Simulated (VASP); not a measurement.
# Si4O in VASP: a series of runs

The runs below take Si4O through single point, with PBE+D3(BJ).

Program: VASP 6.6.1. These are calculated values, not measurements. Logs are shortened: lines on timing, memory, paths and dates and some standing lists are left out, and cuts for length are marked.

**1. The cell of the first run**

The cell holds a slab with vacuum, 5 atoms: a = 3.833 Å, b = 3.833 Å, c = 21.103 Å, α = 90.00°, β = 90.00°, γ = 90.00°.

**2. Single point, PBE+D3(BJ), collinear spin, ferromagnetic start**

The input, INCAR:

```
SYSTEM = Si4O
PREC = Accurate
ENCUT = 520
EDIFF = 1E-6
ISMEAR = 0
SIGMA = 0.05
LREAL = .FALSE.
LASPH = .TRUE.
NELM = 150
ALGO = Normal
ISIF = 2
LWAVE = .FALSE.
LCHARG = .FALSE.
ISPIN = 2
MAGMOM = 0 0 0 0 2
LORBIT = 11
LDIPOL = .TRUE.
IDIPOL = 3
DIPOL = 0.5 0.5 0.327
GGA = PE
IVDW = 12
NBANDS = 23
```

The input, KPOINTS:

```
regular mesh
0
G
  7 7 1
  0 0 0
```

The input, POSCAR:

```
Si4O
1.0
    3.8333442603      0.0000000000      0.0000000000
    0.0000000000      3.8333442603      0.0000000000
    0.0000000000      0.0000000000     21.1034818054
Si O
4 1
Direct
    0.0000000000      0.5000000000      0.1895421825
    0.0000000000      0.0000000000      0.2537634268
    0.5000000000      0.0000000000      0.3207061911
    0.5000000000      0.5000000000      0.3839879068
    0.5000000000      1.0000000000      0.4882361072
```

Potentials or basis: VASP PAW PBE potentials, release 64 (Si, O).

Started as:

```
$ cat potpaw_PBE.64/Si/POTCAR potpaw_PBE.64/O/POTCAR > POTCAR
$ mpirun -np 1 vasp_std > vasp.out
```

OUTCAR:

```text
SYSTEM = Si4O
   PREC = Accurate
   ENCUT = 520
   EDIFF = 1E-6
   ISMEAR = 0
   LREAL = .FALSE.
   LASPH = .TRUE.
   NELM = 150
   ISIF = 2
   ISPIN = 2
   LORBIT = 11
   GGA = PE
   IVDW = 12
 IVDW          = 12

 ion  position               nearest neighbor table
   1  0.000  0.500  0.190-   2 2.35   2 2.35
   2  0.000  0.000  0.254-   1 2.35   1 2.35   3 2.38   3 2.38
   3  0.500  0.000  0.321-   4 2.34   4 2.34   2 2.38   2 2.38
   4  0.500  0.500  0.384-   3 2.34   3 2.34
   5  0.500  0.000  0.488-

  LATTYP: Found a simple tetragonal cell.
 ALAT       =     3.8333442603
 C/A-ratio  =     5.5052404304

  Lattice vectors:

 A1 = (   3.8333442603,   0.0000000000,   0.0000000000)
 A2 = (   0.0000000000,   3.8333442603,   0.0000000000)
 A3 = (   0.0000000000,   0.0000000000,  21.1034818054)

Analysis of symmetry for initial positions (statically):
=====================================================================
 Subroutine PRICEL returns:
 Original cell was already a primitive cell.

 Routine SETGRP: Setting up the symmetry group for a
 simple tetragonal supercell.

 Subroutine GETGRP returns: Found  4 space group operations
 (whereof  4 operations were pure point group operations)
 out of a pool of 16 trial point group operations.

The static configuration has the point symmetry C_2v.

Analysis of symmetry for dynamics (positions and initial velocities):
=====================================================================
 Subroutine PRICEL returns:
 Original cell was already a primitive cell.

 Routine SETGRP: Setting up the symmetry group for a
 simple tetragonal supercell.

 Subroutine GETGRP returns: Found  4 space group operations
 (whereof  4 operations were pure point group operations)
 out of a pool of 16 trial point group operations.

The dynamic configuration has the point symmetry C_2v.

Analysis of structural, dynamic, and magnetic symmetry:
=====================================================================
 Subroutine PRICEL returns:
 Original cell was already a primitive cell.

 Routine SETGRP: Setting up the symmetry group for a
 simple tetragonal supercell.

 Subroutine GETGRP returns: Found  4 space group operations
 (whereof  4 operations were pure point group operations)
 out of a pool of 16 trial point group operations.

The overall configuration has the point symmetry C_2v.

 Subroutine INISYM returns: Found  4 space group operations
 (whereof  4 operations are pure point group operations),
 and found     1 'primitive' translations

----------------------------------------------------------------------------------------

                                     Primitive cell

  volume of cell :     310.1057

  direct lattice vectors                    reciprocal lattice vectors
     3.833344260  0.000000000  0.000000000     0.260868822  0.000000000  0.000000000
     0.000000000  3.833344260  0.000000000     0.000000000  0.260868822  0.000000000
     0.000000000  0.000000000 21.103481805     0.000000000  0.000000000  0.047385546

  length of vectors
     3.833344260  3.833344260 21.103481805     0.260868822  0.260868822  0.047385546

  position of ions in fractional coordinates (direct lattice)
     0.000000000  0.500000000  0.189542182
     0.000000000  0.000000000  0.253763427
     0.500000000  0.000000000  0.320706191
     0.500000000  0.500000000  0.383987907
     0.500000000  0.000000000  0.488236107

  ion indices of the primitive-cell ions
   primitive index   ion index
                 1           1
                 2           2
                 3           3
                 4           4
                 5           5

----------------------------------------------------------------------------------------

 KPOINTS: regular mesh

Automatic generation of k-mesh.
 Grid dimensions read from file:
 generate k-points for:    7    7    1

 Generating k-lattice:

  Cartesian coordinates                     Fractional coordinates (reciprocal lattice)
     0.037266975  0.000000000  0.000000000     0.142857143  0.000000000  0.000000000
     0.000000000  0.037266975  0.000000000     0.000000000  0.142857143  0.000000000
     0.000000000  0.000000000  0.047385546     0.000000000  0.000000000  1.000000000

  Length of vectors
     0.037266975  0.037266975  0.047385546

  Shift w.r.t. Gamma in fractional coordinates (k-lattice)
     0.000000000  0.000000000  0.000000000

 Subroutine IBZKPT returns following result:
 ===========================================

 Found     16 irreducible k-points:

 Following reciprocal coordinates:
            Coordinates               Weight
  0.000000  0.000000  0.000000      1.000000
  0.142857  0.000000  0.000000      2.000000
  0.000000  0.142857  0.000000      2.000000
  0.285714  0.000000  0.000000      2.000000
  0.000000  0.285714  0.000000      2.000000
  0.428571  0.000000  0.000000      2.000000
[... 8 lines left out ...]
 -0.285714  0.428571  0.000000      4.000000
  0.428571  0.428571  0.000000      4.000000
   k-points           NKPTS =     16   k-points in BZ     NKDIM =     16   number of bands    NBANDS=     23
   number of dos      NEDOS =    301   number of ions     NIONS =      5
   total plane-waves  NPLWV = 144000
   dimension x,y,z NGX =    30 NGY =   30 NGZ =  160
   dimension x,y,z NGXF=    60 NGYF=   60 NGZF=  320
   ions per type =               4   1
   NGX,Y,Z   is equivalent  to a cutoff of  13.01, 13.01, 12.60 a.u.
   NGXF,Y,Z  is equivalent  to a cutoff of  26.02, 26.02, 25.21 a.u.
 SYSTEM =  Si4O
   PREC   = accura    normal or accurate (medium, high low for compatibility)
   ISTART =      0    job   : 0-new  1-cont  2-samecut
   ICHARG =      2    charge: 1-file 2-atom 10-const
   ISPIN  =      2    spin polarized calculation?
   LNONCOLLINEAR =      F non collinear calculations
   LSORBIT =      F    spin-orbit coupling
   LASPH  =      T    aspherical Exc in radial PAW
   ENCUT  =  520.0 eV  38.22 Ry    6.18 a.u.   7.13  7.13 39.24*2*pi/ulx,y,z
   NELM   =    150;   NELMIN=  2; NELMDL= -5     # of ELM steps
   EDIFF  = 0.1E-05   stopping-criterion for ELM
   LREAL  =      F    real-space projection
   EDIFFG = 0.1E-04   stopping-criterion for IOM
   NSW    =      0    number of steps for IOM
   IBRION =     -1    ionic relax: 0-MD 1-quasi-New 2-CG
   NFREE  =      0    steps in history (QN), initial steepest desc. (CG)
   ISIF   =      2    stress and relaxation
   ISYM   =      2    0-nonsym 1-usesym 2-fastsym
   POTIM  = 0.5000    time-step for ionic-motion
   TEBEG  =    0.0;   TEEND  =   0.0 temperature during run
   PSTRESS=    0.0 pullay stress
   NELECT =      22.0000    total number of electrons
   NUPDOWN=      -1.0000    fix difference up-down
   EMIN   =  10.00;   EMAX   =-10.00  energy-range for DOS
   EFERMI =   0.00;   METHOD = LEGACY
   ISMEAR =     0;   SIGMA  =   0.05  broadening in eV -4-tet -1-fermi 0-gaus
   EFERMI_NEDOS =   21; number of points for ismear=-14 and -15
   IALGO  =     38    algorithm
   IMIX   =      4    mixing-type and parameters
     AMIX     =   0.40;   BMIX     =  1.00
     AMIX_MAG =   1.60;   BMIX_MAG =  1.00
  volume/ion in A,a.u.               =      62.02       418.54
  Fermi-wavevector in a.u.,A,eV,Ry     =   0.677713  1.280692  6.249086  0.459295
  Thomas-Fermi vector in A             =   1.755403
   LORBIT       =     11    0 simple, 1 ext, 2 COOP (PROOUT), +10 PAW based schemes
   GGA     = PE    functional components
   LHFCALC =     F    Hartree Fock is set to
   AEXX    =    0.0000 exact exchange contribution
   IVDW    =    12    specifies the selected vdW correction
   LEPSILON=     F    determine dielectric tensor
   LRPA    =     F    only Hartree local field effects (RPA)
 spin polarized calculation
 Gauss-broadening in eV      SIGMA  =   0.05
  energy-cutoff  :      520.00
  volume of cell :      310.11
 maximum number of plane-waves:      8388
 NGX is ok and might be reduce to    30
   NGX = 15   NGY = 15   NGZ = 79

 dipolmoment           0.000000      0.000000     -0.016002 electrons x Angstroem

 number of electron      22.0000004 magnetization       1.3097550

 dipolmoment           0.000000      0.000000      0.197578 electrons x Angstroem

 Free energy of the ion-electron system (eV)
  ---------------------------------------------------
  ext. energy  EPLUGINS =         0.00000000
  ---------------------------------------------------
  free energy    TOTEN  =       -20.79663911 eV

  energy without entropy =      -20.79372240  energy(sigma->0) =      -20.79518076

 E-fermi :  -3.0438     XC(G=0):  -3.7584

 val. band max:       -3.0507528286   @ k =   0.0000   0.2857   0.0000
 cond. band min:      -3.0362315091   @ k =   0.2857   0.0000   0.0000
 fundamental gap:      0.0145213196
 Fermi energy:        -3.0438470629

 spin component 1

 k-point     1 :       0.0000    0.0000    0.0000
  band No.  band energies     occupation
      1     -20.1711      1.00000
      2     -14.0476      1.00000
      3     -11.8799      1.00000
      4      -8.5567      1.00000
      5      -5.9731      1.00000
      6      -5.3245      1.00000
[... 15 lines left out ...]
     22       3.8010      0.00000
     23       4.4305      0.00000

 k-point     2 :       0.1429    0.0000    0.0000
  band No.  band energies     occupation
      1     -20.1658      1.00000
      2     -13.8866      1.00000
      3     -11.8308      1.00000
      4      -8.4658      1.00000
      5      -6.1766      1.00000
      6      -5.9894      1.00000
[... 15 lines left out ...]
     22       3.8153      0.00000
     23       4.0288      0.00000
[... 336 lines left out ...]
     22       4.7207      0.00000
     23       5.4596      0.00000

 k-point    16 :       0.4286    0.4286    0.0000
  band No.  band energies     occupation
      1     -20.1142      1.00000
      2     -11.2972      1.00000
      3     -10.4743      1.00000
      4      -9.7055      1.00000
      5      -9.2503      1.00000
      6      -6.3913      1.00000
[... 15 lines left out ...]
     22       5.6473      0.00000
     23       6.0311      0.00000
 Fermi energy:        -3.0438470629

 spin component 2

 k-point     1 :       0.0000    0.0000    0.0000
  band No.  band energies     occupation
      1     -17.7587      1.00000
      2     -14.0646      1.00000
      3     -11.8988      1.00000
      4      -8.5707      1.00000
      5      -5.1554      1.00000
      6      -4.8817      1.00000
[... 15 lines left out ...]
     22       3.9674      0.00000
     23       4.4041      0.00000

 k-point     2 :       0.1429    0.0000    0.0000
  band No.  band energies     occupation
      1     -17.7520      1.00000
      2     -13.9041      1.00000
      3     -11.8503      1.00000
      4      -8.4797      1.00000
      5      -6.1301      1.00000
      6      -5.0441      1.00000
[... 15 lines left out ...]
     22       3.7899      0.00000
     23       4.0972      0.00000
[... 336 lines left out ...]
     22       4.7166      0.00000
     23       5.4635      0.00000

 k-point    16 :       0.4286    0.4286    0.0000
  band No.  band energies     occupation
      1     -17.6761      1.00000
      2     -11.3125      1.00000
      3     -10.4987      1.00000
      4      -9.7631      1.00000
      5      -9.2548      1.00000
      6      -6.3397      1.00000
[... 15 lines left out ...]
     22       5.6334      0.00000
     23       6.0287      0.00000

------------------------ aborting loop because EDIFF is reached ----------------------------------------

 vacuum level on the upper side and lower side of the slab       (xc-potential included)         1.181        -1.190

 Edisp (eV)   -1.00065

 E8    (eV) :    -0.4259

  FORCE on cell =-STRESS in cart. coord.  units (eV):
  Direction    XX          YY          ZZ          XY          YZ          ZX
  --------------------------------------------------------------------------------------
  -------------------------------------------------------------------------------------
  Total      -4.16691    -2.62185    -3.85813     0.00000     0.00000     0.00000
  in kB     -21.52857   -13.54594   -19.93325     0.00000     0.00000     0.00000
  external pressure =      -18.34 kB  Pullay stress =        0.00 kB

 VOLUME and BASIS-vectors are now :
 -----------------------------------------------------------------------------
  energy-cutoff  :      520.00
  volume of cell :      310.11
      direct lattice vectors                 reciprocal lattice vectors
     3.833344260  0.000000000  0.000000000     0.260868822  0.000000000  0.000000000
     0.000000000  3.833344260  0.000000000     0.000000000  0.260868822  0.000000000
     0.000000000  0.000000000 21.103481805     0.000000000  0.000000000  0.047385546

 POSITION                                       TOTAL-FORCE (eV/Angst)
 -----------------------------------------------------------------------------------
      0.00000      1.91667      4.00000         0.000000      0.000000      0.041978
      0.00000      0.00000      5.35529         0.000000      0.000000      0.104377
      1.91667      0.00000      6.76802         0.000000      0.000000      0.103063
      1.91667      1.91667      8.10348         0.000000      0.000000      1.219836
      1.91667      0.00000     10.30348         0.000000      0.000000     -1.469254
 -----------------------------------------------------------------------------------
    total drift:                                0.000000     -0.000000      0.000780

  FREE ENERGIE OF THE ION-ELECTRON SYSTEM (eV)
  ---------------------------------------------------
  free  energy   TOTEN  =       -21.7972852067 eV

  energy  without entropy=      -21.7943684988  energy(sigma->0) =      -21.79582685

 vacuum level on the upper side and lower side of the slab         4.676         2.243

 total charge

# of ion       s       p       d       tot
------------------------------------------
    1        0.865   0.720   0.000   1.586
    2        0.775   0.892   0.000   1.668
    3        0.782   0.885   0.000   1.667
    4        0.845   0.678   0.000   1.523
    5        1.617   2.989   0.000   4.606
--------------------------------------------------
tot          4.885   6.164   0.000  11.049

 magnetization (x)

# of ion       s       p       d       tot
------------------------------------------
    1        0.003   0.013   0.000   0.016
    2       -0.000  -0.007   0.000  -0.008
    3        0.001   0.001   0.000   0.002
    4        0.002  -0.050   0.000  -0.048
    5        0.012   1.110   0.000   1.122
--------------------------------------------------
tot          0.017   1.067   0.000   1.084
```

Wall time 14 min (1 thread of Intel Xeon Platinum 8488C (Sapphire Rapids), shared host); peak memory 0.6 GiB.

What came out:

| Item | Value |
| --- | --- |
| Free energy | -21.7973 eV |
| Largest force | 1.469 eV/Å |
| Net moment | 1.31 μB per cell |
| Site moments | Si +0.02, -0.01, +0.00, -0.05; O +1.12 μB |
| Valence electrons inside the program's atomic spheres | Si 1.59, 1.67, 1.52 (each value once); O 4.61 |
| Dispersion energy per atom | -0.200 eV |

Forces in eV/Å, atoms in the order of the input:
```
Si   0.000  0.000  0.042
Si   0.000  0.000  0.104
Si   0.000  0.000  0.103
Si   0.000  0.000  1.220
O    0.000  0.000 -1.469
```

[end of part 1 of 2]
